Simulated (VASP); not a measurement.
Write the native input for VASP 6.6.1 that does the following.

```
Task                   : single point
Functional             : PBEsol
Dispersion             : D4
Potentials or basis    : VASP PAW PBE potentials, release 64 (Mg, Sb)
Cutoff                 : 520 eV
k mesh                 : 4 × 4 × 4
Occupations            : fermi-dirac, width 0.1 eV
Spin                   : no spin polarisation
Dipole correction      : no
Further INCAR settings : ALGO = Normal; EDIFF = 1e-06; NBANDS = 21
```

The structure of MgSb2 lies in POSCAR:

```
MgSb2
1.0
    4.5771166283     -2.8656224890      0.0000000000
    4.5771166283      2.8656224890      0.0000000000
    0.0000000000      0.0000000000      5.4631191391
Mg Sb
2 4
Direct
    0.3158830000      0.6841170000      0.7500000000
    0.6841170000      0.3158830000      0.2500000000
    0.6345660000      0.0337820000      0.7500000000
    0.9662180000      0.3654340000      0.7500000000
    0.0337820000      0.6345660000      0.2500000000
    0.3654340000      0.9662180000      0.2500000000
```

One way to write it, as run:

INCAR

```
SYSTEM = MgSb2
ALGO     = Normal         ! electronic algorithm
EDIFF    = 1E-6           ! SCF threshold, eV
ENCUT    = 520            ! plane-wave cutoff, eV
GGA      = PS             ! functional
ISIF     = 2              ! what is computed and relaxed
ISMEAR   = -1             ! smearing method
IVDW     = 13             ! dispersion correction
LASPH    = .TRUE.         ! aspherical terms in the spheres
LCHARG   = .FALSE.        ! write CHGCAR
LREAL    = .FALSE.        ! projectors in reciprocal space
LWAVE    = .FALSE.        ! write WAVECAR
NBANDS   = 21             ! bands
NELM     = 100            ! most SCF steps
PREC     = Accurate       ! precision mode
SIGMA    = 0.1            ! smearing width, eV
```

KPOINTS

```
k-points
0
G
  4 4 4
  0 0 0
```

Potentials or basis: VASP PAW PBE potentials, release 64 (Mg, Sb).

The run is started by

```console
$ cat potpaw_PBE.64/Mg/POTCAR potpaw_PBE.64/Sb/POTCAR > POTCAR
$ mpirun -np 1 vasp_std > vasp.out
```

Results of the run:

```json
{
 "Pressure": "0.5 GPa",
 "Largest force": "0.379 eV/Å",
 "Band gap on the k mesh": "zero (bands 12 and 13 overlap by 2.32 eV)",
 "Dispersion energy per atom": "-0.255 eV"
}
```

Caveat: the PAW data sets were made with another functional, which shifts forces and pressure a little; spin-orbit coupling is left out, which moves the levels of the heavy elements.

Wall time 54 s on 1 thread of Intel(R) Xeon(R) Platinum 8488C (Sapphire Rapids), on a shared host, peak memory 0.26 GiB.
